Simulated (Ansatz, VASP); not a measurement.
Two plane-wave programs on CoCl3

```xyz
4
Lattice="4.4095 0.0000 0.0000 0.0000 4.4095 0.0000 0.0000 0.0000 4.4095" Properties=species:S:1:pos:R:3 pbc="T T T"
Co    0.0000    0.0000    0.0000
Cl    0.0000    2.2047    2.2047
Cl    2.2047    0.0000    2.2047
Cl    2.2047    2.2047    0.0000
```

Alike in both runs: task single point; functional PBE; k mesh 4 × 4 × 4; occupations gaussian, width 0.1 eV; collinear spin.

```csv
,VASP,Ansatz
version,VASP 6.6.1,Ansatz 0.2.0
potentials or method,"VASP PAW PBE potentials, release 64 (Co, Cl), cutoff 520 eV","scalar-relativistic, plane waves, PAW"
valence electrons in the cell,30,38
```

Ansatz gave:

* gap on the k mesh at the Fermi level (eV): none
* pressure (GPa): -1.8
* net moment per atom (μB): 1.00
* size of the moment on the site where the two differ most (μB): 0.47

**Question.** Estimate VASP's values.

**Answer.** gap on the k mesh at the Fermi level (eV): none; pressure (GPa): -1.9; net moment per atom (μB): 1.00; size of the moment on the site where the two differ most (μB): 0.41.

Site moments also hang on the region over which each program counts them. A gap of «none» marks a metal or a gap that the smearing closes. VASP's potentials hold 30 valence electrons a cell and Ansatz's 38, so a difference there can come from the potentials and not from the codes.
